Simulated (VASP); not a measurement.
Cd4InO, 6 atoms in the cell. Symmetry: F-43m, No. 216, cubic system. Conventional cell: a = 9.074 Å, b = 9.074 Å, c = 9.074 Å, α = 90.00°, β = 90.00°, γ = 90.00°. Cd (site symmetry 3m) has 1 O at 2.17 Å and 3 Cd at 2.87 Å within 2.9 Å. Within 4.9 Å of In (site symmetry -43m) lie 12 Cd at 3.73 Å and 6 O at 4.54 Å. Within 2.9 Å of O (site symmetry -43m) lie 4 Cd at 2.17 Å. The cell was generated, and may not be a known phase.

| Quantity | Value |
| --- | --- |
| Program | VASP 6.6.1 |
| Task | single point |
| Functional | PBE |
| Potentials or basis | VASP PAW PBE potentials, release 64 (Cd, In_d, O) |
| Cutoff | 520 eV |
| k mesh | 4 × 4 × 4 |
| Occupations | gaussian, width 0.1 eV |
| Spin | no spin polarisation |
| Dipole correction | no |
| Further INCAR settings | ALGO = Normal; EDIFF = 1e-06; NBANDS = 42 |

Potentials or basis: VASP PAW PBE potentials, release 64 (Cd, In_d, O).

Run with:

```sh
$ cat potpaw_PBE.64/Cd/POTCAR potpaw_PBE.64/In_d/POTCAR potpaw_PBE.64/O/POTCAR > POTCAR
$ mpirun -np 1 vasp_std > vasp.out
```

Hardware: 1 thread of Intel Xeon 8259CL, with other jobs on the host.

Problem. How long does it take, and how much memory?

Solution. Wall time 2.2 min on 1 thread of Intel Xeon 8259CL, with other jobs on the host, peak memory 0.35 GiB. Counts: scf iterations 16, k points 8.
